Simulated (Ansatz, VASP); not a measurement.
## TiO2 in VASP and in Ansatz

POSCAR

```
TiO2
1.0
   -3.7779444200      0.0000000000      0.0000000000
    0.0000000000     -3.7779444200      0.0000000000
    0.0000000000      0.0000000000     11.0827978520
Ti O
4 8
Direct
    0.0000000000      0.0000000000      0.7565732257
    0.5000000000      0.5000000000      0.3242456682
    0.5000000000      0.0000000000      0.5404094469
    0.0000000000      0.5000000000      0.1080818894
    0.5000000000      0.5000000000      0.5034925997
    1.0000000000      1.0000000000      0.0711650422
    0.5000000000      0.0000000000      0.7196563785
    0.0000000000      0.5000000000      0.2873288210
    0.5000000000      0.0000000000      0.3611625153
    0.0000000000      0.5000000000      0.7934900729
    0.0000000000      0.0000000000      0.5773262941
    0.5000000000      0.5000000000      0.1449987366
```

The input INCAR.step1:

```
ALGO     = Normal         # electronic algorithm
EDIFF    = 1E-4           # SCF threshold, eV
ENCUT    = 520            # plane-wave cutoff, eV
GGA      = PE             # functional
ISMEAR   = 0              # smearing method
LASPH    = T              # aspherical terms in the spheres
LCHARG   = F              # write CHGCAR
LREAL    = F              # projectors in reciprocal space
LWAVE    = T              # write WAVECAR
NBANDS   = 60             # bands
NELM     = 60             # most SCF steps
PREC     = Accurate       # precision mode
SIGMA    = 0.05           # smearing width, eV
```

INCAR.step2

```
ALGO     = Normal         # electronic algorithm
EDIFF    = 1E-7           # SCF threshold, eV
ENCUT    = 520            # plane-wave cutoff, eV
ISIF     = 2              # what is computed and relaxed
ISMEAR   = 0              # smearing method
ISTART   = 1            
LASPH    = T              # aspherical terms in the spheres
LCHARG   = T              # write CHGCAR
LELF     = T              # ELF
LMIXTAU  = T            
LREAL    = F              # projectors in reciprocal space
LVHAR    = T            
LWAVE    = F              # write WAVECAR
METAGGA  = R2SCAN         # meta-GGA
NBANDS   = 60             # bands
NELM     = 60             # most SCF steps
PREC     = Accurate       # precision mode
SIGMA    = 0.05           # smearing width, eV
```

KPOINTS

```
k-points
0
Gamma
  6 6 3
```

Input for Ansatz:

```yaml
crystal:
  lattice:
    - [-3.77794442, 0.0, 0.0]
    - [0.0, -3.77794442, 0.0]
    - [0.0, 0.0, 11.082797852]
  atoms:
    - { symbol: Ti, position: [0.0, 0.0, 0.7565732257] }
    - { symbol: Ti, position: [0.5, 0.5, 0.3242456682] }
    - { symbol: Ti, position: [0.5, 0.0, 0.5404094469] }
    - { symbol: Ti, position: [0.0, 0.5, 0.1080818894] }
    - { symbol: O, position: [0.5, 0.5, 0.5034925997] }
    - { symbol: O, position: [1.0, 1.0, 0.0711650422] }
    - { symbol: O, position: [0.5, 0.0, 0.7196563785] }
    - { symbol: O, position: [0.0, 0.5, 0.287328821] }
    - { symbol: O, position: [0.5, 0.0, 0.3611625153] }
    - { symbol: O, position: [0.0, 0.5, 0.7934900729] }
    - { symbol: O, position: [0.0, 0.0, 0.5773262941] }
    - { symbol: O, position: [0.5, 0.5, 0.1449987366] }
basis:
  ecutwfc: 500
kpoints:
  mp_grid: { grid: [6, 6, 3] }
hamiltonian:
  xc: r2scan
scf:
  occupations: { method: gaussian, width: 0.05 }
output:
  forces: true
  stress: true
  eigenvalues: true
```

Alike in both runs: task single point; functional r2SCAN; k mesh 6 × 6 × 3; occupations gaussian, width 0.05 eV; no spin polarisation.

|  | VASP | Ansatz |
| --- | --- | --- |
| version | VASP 6.6.1 | Ansatz 0.2.0 |
| potentials or method | VASP PAW PBE potentials, release 64 (Ti_sv, O), cutoff 520 eV | scalar-relativistic, plane waves, PAW |
| valence electrons in the cell | 96 | 96 |

|  | VASP | Ansatz | Ansatz less VASP |
| --- | --- | --- | --- |
| gap on the k mesh at the Fermi level (eV) | 2.03 | 2.01 | -0.018 |
| least direct gap on the mesh (eV) | 2.46 | 2.44 | -0.020 |
| pressure (GPa) | -5.6 | -6.6 | -0.98 |
| traceless stress, the component that is largest in VASP (GPa) | -8.60 | -8.70 | -0.093 |
| rms of the force components (eV/Å) | 0.319 | 0.337 | +0.0176 |

VASP's potentials were made for PBE, not for r2SCAN. Atom by atom the forces differ by 0.027 eV/Å (rms over components). With one functional, cell and mesh, what is left measures potentials, basis and numerics.
